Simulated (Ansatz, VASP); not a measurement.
Two plane-wave programs on MgO

The input POSCAR:

```
MgO
1.0
    3.4841042127      0.0000000000      0.0000000000
   -1.7420521064      3.0173227576      0.0000000000
    0.0000000000      0.0000000000      4.1856875957
Mg O
2 2
Direct
    0.6666666667      0.3333333333      0.7500000000
    0.3333333333      0.6666666667      0.2500000000
    0.6379588797      0.2759177595      0.2069383196
    0.3333333333      0.6666666667      0.7500000000
```

The input INCAR.step1:

```
SYSTEM = MgO
PREC = Accurate
ENCUT = 520
ISMEAR = 0
SIGMA = 0.05
LREAL = .False.
LASPH = .True.
NELM = 60
NBANDS = 16
GGA = PE
ALGO = Normal
EDIFF = 1E-4
LWAVE = .True.
LCHARG = .False.
```

Contents of INCAR.step2:

```
SYSTEM = MgO
PREC = Accurate
ENCUT = 520
EDIFF = 1E-6
ISMEAR = 0
SIGMA = 0.05
LREAL = .False.
LASPH = .True.
NELM = 60
ALGO = Normal
ISIF = 2
LWAVE = .False.
LCHARG = .False.
METAGGA = R2SCAN
LMIXTAU = .True.
NBANDS = 16
ISTART = 1
```

The input KPOINTS:

```
Automatic mesh
0
Gamma
  6 6 6
  0 0 0
```

Input for Ansatz:

```yaml
crystal:
  lattice:
    - [3.4841042127, 0.0, 0.0]
    - [-1.7420521064, 3.0173227576, 0.0]
    - [0.0, 0.0, 4.1856875957]
  atoms:
    - { symbol: Mg, position: [0.6666666667, 0.3333333333, 0.75] }
    - { symbol: Mg, position: [0.3333333333, 0.6666666667, 0.25] }
    - { symbol: O, position: [0.6379588797, 0.2759177595, 0.2069383196] }
    - { symbol: O, position: [0.3333333333, 0.6666666667, 0.75] }
basis:
  ecutwfc: 500
kpoints:
  mp_grid: { grid: [6, 6, 6] }
hamiltonian:
  xc: r2scan
scf:
  occupations: { method: gaussian, width: 0.05 }
output:
  forces: true
  stress: true
  eigenvalues: true
```

Alike in both runs: task single point; functional r2SCAN; k mesh 6 × 6 × 6; occupations gaussian, width 0.05 eV; no spin polarisation.

|  | VASP | Ansatz |
| --- | --- | --- |
| version | VASP 6.6.1 | Ansatz 0.2.0 |
| potentials or method | VASP PAW PBE potentials, release 64 (Mg, O), cutoff 520 eV | scalar-relativistic, plane waves, PAW |
| valence electrons in the cell | 16 | 32 |

```csv
,VASP,Ansatz,Ansatz less VASP
gap on the k mesh at the Fermi level (eV),4.01,4.03,+0.015
least direct gap on the mesh (eV),4.01,4.03,+0.015
pressure (GPa),2.6,3.3,+0.70
"traceless stress, the component that is largest in VASP (GPa)",-7.57,-7.54,+0.028
rms of the force components (eV/Å),1.169,1.154,-0.0154
```

VASP's potentials were made for PBE, not for r2SCAN. Atom by atom the forces differ by 0.016 eV/Å (rms over components). With one functional, cell and mesh, what is left measures potentials, basis and numerics. VASP's potentials hold 16 valence electrons a cell and Ansatz's 32, so a difference there can come from the potentials and not from the codes.
